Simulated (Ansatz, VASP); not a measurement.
# BaZrO3: VASP beside Ansatz

The input INCAR:

```
SYSTEM = BaZrO3
PREC = Accurate
ENCUT = 520
EDIFF = 1E-7
ISMEAR = -1
SIGMA = 0.05
LREAL = .False.
LASPH = .True.
NELM = 80
ALGO = Normal
ISIF = 2
LWAVE = .False.
LCHARG = .True.
GGA = PE
LELF = .True.
LVHAR = .True.
NBANDS = 28
```

The input KPOINTS:

```
Automatic mesh
0
Gamma
  6 6 6
  0 0 0
```

File POSCAR:

```
BaZrO3
1.0
    4.1913400000      0.0000000000      0.0000000000
    0.0000000000      4.1913400000      0.0000000000
    0.0000000000      0.0000000000      4.1913400000
Ba Zr O
1 1 3
Direct
    0.0000000000      0.0000000000      0.0000000000
    0.5000000000      0.5000000000      0.5000000000
    0.5000000000      0.5000000000      0.0000000000
    0.5000000000      0.0000000000      0.5000000000
    0.0000000000      0.5000000000      0.5000000000
```

Contents of input.yaml:

```yaml
crystal:
  lattice:
    - [4.19134, 0.0, 0.0]
    - [0.0, 4.19134, 0.0]
    - [0.0, 0.0, 4.19134]
  atoms:
    - { symbol: Ba, position: [0.0, 0.0, 0.0] }
    - { symbol: Zr, position: [0.5, 0.5, 0.5] }
    - { symbol: O, position: [0.5, 0.5, 0.0] }
    - { symbol: O, position: [0.5, 0.0, 0.5] }
    - { symbol: O, position: [0.0, 0.5, 0.5] }
hamiltonian:
  xc: pbe
  pseudopotentials: { kind: paw }
kpoints:
  mp_grid: { grid: [6, 6, 6] }
  band_path:
    path:
      - [[0.0, 0.0, 0.0], [0.0, 0.5, 0.0], [0.5, 0.5, 0.0], [0.0, 0.0, 0.0], [0.5, 0.5, 0.5], [0.0, 0.5, 0.0]]
      - [[0.5, 0.5, 0.0], [0.5, 0.5, 0.5]]
    npoints: 14
scf:
  occupations: { method: fermi_dirac, width: 0.05 }
  n_extra_bands: 12
output:
  forces: true
  stress: true
  eigenvalues: true
  fatbands: false
```

Alike in both runs: functional PBE; k mesh 6 × 6 × 6; occupations fermi-dirac, width 0.05 eV; no spin polarisation.

```csv
,VASP,Ansatz
version,VASP 6.6.1,Ansatz 0.2.0
potentials or method,"VASP PAW PBE potentials, release 64 (Ba_sv, Zr_sv, O)",Ansatz PAW
plane-wave cutoff (eV),520,420
valence electrons in the cell,40,40
task,single point,band structure
```

VASP gave:

- gap on the k mesh at the Fermi level (eV): 3.19
- least direct gap on the mesh (eV): 3.41
- pressure (GPa): 5.1

**Question.** Estimate Ansatz's values.

**Answer.** gap on the k mesh at the Fermi level (eV): 3.24; least direct gap on the mesh (eV): 3.44; pressure (GPa): 4.0.

The functional is the same, so the differences come from potentials, cutoffs and numerics.

Spin-orbit coupling is off throughout.
